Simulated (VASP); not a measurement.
Runs of VASP 6.6.1 on CoO. The structure is that of space group Pm-3m (No. 221), or close to it. The cells are those of the table. 

```csv
spin,fixed moment (μB),gap on the mesh (eV),pressure (GPa),moment (μB)
"collinear, ferromagnetic start",0.5,-,(a),0.50
"collinear, ferromagnetic start",-,none,-0.4,3.00
off,-,none,-15.8,-
"collinear, zero start",0.0,-,-15.8,0.00
```

Alike in all rows: task single point; level PBEsol; potentials or basis VASP PAW PBE potentials, release 64 (Co, O); cell a = 2.572 Å, 2 atoms; k mesh 16 × 16 × 16; cutoff (eV) 520; smearing gaussian 0.1 eV.

**Question.** Fill in the values left out.

**Answer.** (a) -15.3.

Caveats: the PAW data sets were made with another functional, which shifts forces and pressure a little; the total moment is fixed, so each spin has its own Fermi level (some runs); a cell with one magnetic atom can't hold antiferromagnetic order, which such compounds often take (some runs); semilocal functionals often make such compounds metallic where correlation or magnetic order opens a gap, which also shifts bond lengths (some runs); an odd number of electrons without spin polarisation forces a metal (some runs); a magnetic or distorted state may lie lower (some runs).

A gap of «none» marks levels without a gap at the run's occupations.
